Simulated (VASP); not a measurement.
# LiSnF4 (P4/mmm) in VASP: further runs, part 2 of 2

VASP 6.6.1. Earlier steps stand in the parts before.

## (4) Single point, PBE

INCAR

```
SYSTEM = LiSnF4
PREC     = Accurate       ! precision mode
ENCUT    = 520            ! plane-wave cutoff, eV
EDIFF    = 1E-7           ! SCF threshold, eV
ISMEAR   = 0              ! smearing method
SIGMA    = 0.1            ! smearing width, eV
LREAL    = .FALSE.        ! projectors in reciprocal space
LASPH    = .TRUE.         ! aspherical terms in the spheres
NELM     = 80             ! most SCF steps
ALGO     = Normal         ! electronic algorithm
ISIF     = 2              ! what is computed and relaxed
LWAVE    = .FALSE.        ! write WAVECAR
LCHARG   = .FALSE.        ! write CHGCAR
GGA      = PE             ! functional
NBANDS   = 32             ! bands
```

KPOINTS

```
regular mesh
0
G
  4 4 4
  0 0 0
```

POSCAR

```
LiSnF4
1.0
    4.2697184489      0.0000000000      0.0000000000
    0.0000000000      4.2697184489      0.0000000000
    0.0000000000      0.0000000000      6.8230757049
Li Sn F
1 1 4
Direct
    0.5000000000      0.5000000000      0.5000000000
    0.0000000000      0.0000000000      0.0000000000
    0.0000000000      0.0000000000      0.3080539289
    0.0000000000      0.0000000000      0.6919460711
    0.0000000000      0.5000000000      0.0000000000
    0.5000000000      0.0000000000      0.0000000000
```

Run with:

```console
cat potpaw_PBE.64/Li_sv/POTCAR potpaw_PBE.64/Sn_d/POTCAR potpaw_PBE.64/F/POTCAR > POTCAR
mpirun -np 1 vasp_std > vasp.out
```

Run time: 73 s. Hardware: 1 thread of Intel Xeon 6975P-C, shared host; peak memory 0.25 GiB.

The run converged. Its results:

```
Free energy   : -25.8410 eV
Largest force : 0.091 eV/Å
```

Forces in eV/Å, atoms in the order of the input:
```
Li   0.000  0.000  0.000
Sn   0.000  0.000  0.000
F    0.000  0.000  0.091
F    0.000  0.000 -0.091
F    0.000  0.000  0.000
F    0.000  0.000  0.000
```

Levels at points of the mesh, in eV from the Fermi level:
```tsv
k point	band 20	band 21	band 22	band 23	band 24	band 25
(0.00, 0.00, 0.00)	-4.46	-4.26	-4.26	-1.82	1.60	3.48
(0.50, 0.00, 0.00)	-4.45	-4.24	-4.17	0.19	2.68	3.53
(0.50, 0.50, 0.00)	-4.79	-4.15	-4.15	1.93	3.66	3.84
(0.00, 0.00, 0.50)	-4.49	-4.24	-4.24	-1.06	1.24	3.40
(0.50, 0.00, 0.50)	-4.46	-4.44	-4.24	0.63	2.91	3.01
(0.50, 0.50, 0.50)	-4.41	-4.41	-4.32	2.21	3.61	4.03
```

Caveat: the k points lie up to 0.37 Å⁻¹ apart; the cutoff is under 1.25 times the usual one of these potentials, so pressure, stress and relaxed cells hold a basis-set (Pulay) error; spin-orbit coupling is left out, which moves the levels of the heavy elements; an odd number of electrons without spin polarisation forces a metal; a magnetic or distorted state may lie lower.

## (5) Relaxation of cell and atoms, PBE

This run uses another cell than the first one, of 16.29 Å³/atom, 0.786 times its volume.

INCAR

```
  PREC = Accurate
  ENCUT = 600
  EDIFF = 1E-6
  ISMEAR = 0
  SIGMA = 0.1
  LREAL = False
  LASPH = True
  NELM = 60
  ALGO = Normal
  ISIF = 3
  LWAVE = False
  LCHARG = False
  GGA = PE
  IBRION = 2
  NSW = 90
  EDIFFG = -0.04
```

KPOINTS

```
Automatic mesh
0
Gamma
  4 4 4
```

POSCAR

```
LiSnF4
1.0
    4.0500000000      0.0000000000      0.0000000000
    0.0000000000      4.0500000000      0.0000000000
    0.0000000000      0.0000000000      5.9588198600
Li Sn F
1 1 4
Direct
    0.5000000000      0.5000000000      0.5000000000
    0.0000000000      0.0000000000      0.0000000000
    0.0000000000      0.0000000000      0.3153996900
    0.0000000000      0.0000000000      0.6846003100
    0.0000000000      0.5000000000      0.0000000000
    0.5000000000      0.0000000000      0.0000000000
```

Run with:

```console
cat potpaw_PBE.64/Li_sv/POTCAR potpaw_PBE.64/Sn_d/POTCAR potpaw_PBE.64/F/POTCAR > POTCAR
mpirun -np 1 vasp_std > vasp.out
```

It took 3.8 min on 1 thread of Intel Xeon 6975P-C, shared host; peak memory 0.25 GiB.

The run converged. Its results:

| Quantity | Value |
| --- | --- |
| Free energy | -25.7974 eV |
| Relaxed volume | 20.60 Å³/atom |
| Relaxed cell | a = 4.266 Å, b = 4.266 Å, c = 6.789 Å, α = 90.00°, β = 90.00°, γ = 90.00° |
| Space group after relaxing (to 0.05 Å) | P4/mmm (No. 123) |
| Energy gained by relaxing | 230.4 meV/atom |
| Ionic steps | 8 |
| Pressure after relaxing | 0.1 GPa |
| Largest force after relaxing | 0.039 eV/Å |

Forces in eV/Å, atoms in the order of the input:
```
Li   0.000  0.000  0.000
Sn   0.000  0.000  0.000
F    0.000  0.000 -0.039
F    0.000  0.000  0.039
F    0.000  0.000  0.000
F    0.000  0.000  0.000
```

Step by step:
```
step  energy change (eV)  largest force (eV/Å)  pressure (GPa)  volume (Å³)
   1              0.0000                2.7348           17.80        97.74
   2             -0.9439                2.2069           -2.44       125.39
   3             -1.1649                1.3902            2.29       114.88
   4             -1.3238                0.7014            0.29       120.60
   5             -1.3585                0.2814           -0.96       125.59
   6             -1.3771                0.0032            0.01       123.78
   7             -1.3780                0.0817            0.33       123.28
   8             -1.3823                0.0393            0.13       123.58
```

Final structure:
```yaml
crystal:
  lattice:
    - [4.26637, 0.00000, 0.00000]
    - [0.00000, 4.26637, 0.00000]
    - [0.00000, 0.00000, 6.78936]
  atoms:
    - { symbol: Li, position: [0.50000, 0.50000, 0.50000] }
    - { symbol: Sn, position: [0.00000, 0.00000, 0.00000] }
    - { symbol: F, position: [0.00000, 0.00000, 0.31057] }
    - { symbol: F, position: [0.00000, 0.00000, 0.68943] }
    - { symbol: F, position: [0.00000, 0.50000, 0.00000] }
    - { symbol: F, position: [0.50000, 0.00000, 0.00000] }
```

Levels at points of the mesh, in eV from the Fermi level:
```csv
k point,band 19,band 20,band 21,band 22,band 23,band 24,band 25,band 26
"(0.00, 0.00, 0.00)",-4.44,-4.44,-4.22,-4.22,-1.84,1.64,3.52,6.62
"(0.50, 0.00, 0.00)",-4.74,-4.42,-4.20,-4.14,0.17,2.72,3.58,4.53
"(0.50, 0.50, 0.00)",-4.77,-4.77,-4.12,-4.12,1.92,3.70,3.85,3.85
"(0.00, 0.00, 0.50)",-4.47,-4.47,-4.20,-4.20,-1.05,1.29,3.43,6.63
"(0.50, 0.00, 0.50)",-4.43,-4.43,-4.42,-4.20,0.64,2.98,3.05,3.43
"(0.50, 0.50, 0.50)",-4.46,-4.40,-4.40,-4.25,2.21,3.65,4.03,4.03
```

Caveat: the k points lie up to 0.37 Å⁻¹ apart in the final cell; the cutoff is under 1.25 times the usual one of these potentials, so pressure, stress and relaxed cells hold a basis-set (Pulay) error; the volume moved by over 15 % at a fixed basis, so the end points are rough; spin-orbit coupling is left out, which moves the levels of the heavy elements; an odd number of electrons without spin polarisation forces a metal; a magnetic or distorted state may lie lower.

## (6) Overview

| task | cell | k mesh | cutoff (eV) | gap on the mesh (eV) | pressure (GPa) | relaxed volume (Å³/atom) | largest force (eV/Å) |
| --- | --- | --- | --- | --- | --- | --- | --- |
| relaxation of cell and atoms | relaxed from a = 4.270, b = 4.270, c = 6.823 Å, 6 atoms | 10 × 10 × 6 | 600 | none | 0.0 | 20.82 | 0.01 |
| single point | a = 4.050, b = 4.050, c = 5.959 Å, 6 atoms | 4 × 4 × 4 | 520 | none | - | - | 2.74 |
| single point | a = 4.270, b = 4.270, c = 6.823 Å, 6 atoms | 4 × 4 × 4 | 520 | none | - | - | 0.09 |
| relaxation of cell and atoms | relaxed from a = 4.050, b = 4.050, c = 5.959 Å, 6 atoms | 4 × 4 × 4 | 600 | none | 0.1 | 20.60 | 0.04 |

Alike in all rows: level PBE; potentials or basis VASP PAW PBE potentials, release 64 (Li_sv, Sn_d, F); no spin polarisation; smearing gaussian 0.1 eV.

Caveats: some runs use coarse meshes; the cutoff is under 1.25 times the usual one of these potentials, so pressure, stress and relaxed cells hold a basis-set (Pulay) error; spin-orbit coupling is left out, which moves the levels of the heavy elements; an odd number of electrons without spin polarisation forces a metal; a magnetic or distorted state may lie lower; the volume moved by over 15 % at a fixed basis, so the end points are rough (some runs).

Absolute energies hang on the potentials; compare differences alone.
